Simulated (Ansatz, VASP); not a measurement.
**TePb: VASP beside Ansatz**

```xyz
2
Lattice="3.1909 3.1909 0.0000 -3.1909 3.1909 0.0000 0.0000 3.1909 3.1909" Properties=species:S:1:pos:R:3 pbc="T T T"
Te    0.0000    3.1909    0.0000
Pb    0.0000    0.0000    0.0000
```

Alike in both runs: functional LDA; k mesh 10 × 10 × 10; occupations fermi-dirac, width 0.1 eV; no spin polarisation.

Ansatz relaxed the structure, and its values are those at the end. VASP's run is a single point on that final structure, the one shown.

```csv
,VASP,Ansatz
version,VASP 6.6.1,Ansatz 0.2.0
potentials or method,"VASP PAW LDA potentials, release 64 (Te, Pb_d)","PAW with Ansatz's default frozen-core files, scalar-relativistic"
plane-wave cutoff (eV),520,420
valence electrons in the cell,20,30
```

```csv
,VASP,Ansatz,Ansatz less VASP
pressure (GPa),0.0,0.0,-0.08
```

LDA's correlation is that of Perdew and Zunger in VASP and of Perdew and Wang (1992) in Ansatz. VASP's potentials hold 20 valence electrons a cell and Ansatz's 30, so a difference there can come from the potentials and not from the codes.

Spin-orbit coupling is off throughout.
